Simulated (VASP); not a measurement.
# B3As2: relaxation of cell and atoms with PBE

B3As2:

```
B As
1.0
     3.17744    0.00000    0.00000
    -1.58872    2.75175    0.00000
     0.00000    0.00000    6.83593
B As
3 2
Direct
  0.00000 0.00000 0.00000
  0.33333 0.66667 0.48388
  0.66667 0.33333 0.51612
  0.33333 0.66667 0.18359
  0.66667 0.33333 0.81641
```

* Program: VASP 6.6.1
* Task: relaxation of cell and atoms
* Functional: PBE
* Potentials or basis: VASP PAW PBE potentials, release 64 (B, As)
* Cutoff: 600 eV
* k mesh: 12 × 12 × 6
* Occupations: gaussian, width 0.1 eV
* Spin: no spin polarisation
* Dipole correction: no
* Further INCAR settings: ALGO = Normal; EDIFF = 1e-07; IBRION = 2; EDIFFG = -0.01; NSW = 100; ISIF = 3

```json
{"Relaxed volume": "11.92 Å³/atom", "Relaxed cell": "a = 3.187 Å, b = 3.187 Å, c = 6.776 Å, α = 90.00°, β = 90.00°, γ = 120.00°", "Space group after relaxing (to 0.1 Å)": "P-3m1 (No. 164)", "Energy gained by relaxing": "1.3 meV/atom", "Ionic steps": "8", "Pressure after relaxing": "0.0 GPa", "Largest force after relaxing": "0.010 eV/Å", "Band gap on the k mesh": "zero (an odd number of electrons rules out a gap without spin polarisation)"}
```

Forces on the atoms (eV/Å):
```
B    0.000  0.000  0.000
B    0.000  0.000 -0.009
B    0.000  0.000  0.009
As   0.000  0.000 -0.010
As   0.000  0.000  0.010
```

Stress tensor (GPa, compression positive):
```
 0.09  0.00  0.00
 0.00  0.09  0.00
 0.00  0.00 -0.06
```

Step by step:
```csv
step,energy change (eV),largest force (eV/Å),pressure (GPa),volume (Å³)
1,0.0000,0.2219,0.10,59.77
2,-0.0037,0.0511,-0.07,59.84
3,-0.0037,0.0479,-0.07,59.83
4,-0.0044,0.0404,-0.05,59.80
5,-0.0061,0.0166,-0.01,59.69
6,-0.0051,0.0651,0.14,59.46
7,-0.0066,0.0051,0.02,59.62
8,-0.0066,0.0100,0.04,59.59
```

Final structure:
```
CELL_PARAMETERS angstrom
3.18668 0.00000 0.00000
-1.59334 2.75975 0.00000
0.00000 0.00000 6.77614
ATOMIC_POSITIONS crystal
B 0.00000 0.00000 0.00000
B 0.33333 0.66667 0.48850
B 0.66667 0.33333 0.51150
As 0.33333 0.66667 0.18355
As 0.66667 0.33333 0.81645
```

Levels at points of the mesh, in eV from the Fermi level:
```csv
k point,band 7,band 8,band 9,band 10,band 11,band 12,band 13
"(0.00, 0.00, 0.00)",-0.02,0.15,0.15,2.85,2.85,5.05,5.19
"(0.50, 0.00, 0.00)",-3.31,-1.09,-1.07,-1.02,1.27,1.84,3.14
"(0.00, 0.00, 0.50)",0.84,0.84,1.30,1.92,1.92,3.42,5.68
"(0.50, 0.00, 0.50)",-4.03,-3.04,-1.87,-1.78,1.96,2.45,3.56
```

Run time: 3.4 min on 1 thread of Intel(R) Xeon(R) 6975P-C (Granite Rapids), with other jobs on the host, peak memory 0.27 GiB.

Caveat: an odd number of electrons without spin polarisation forces a metal; a magnetic or distorted state may lie lower.
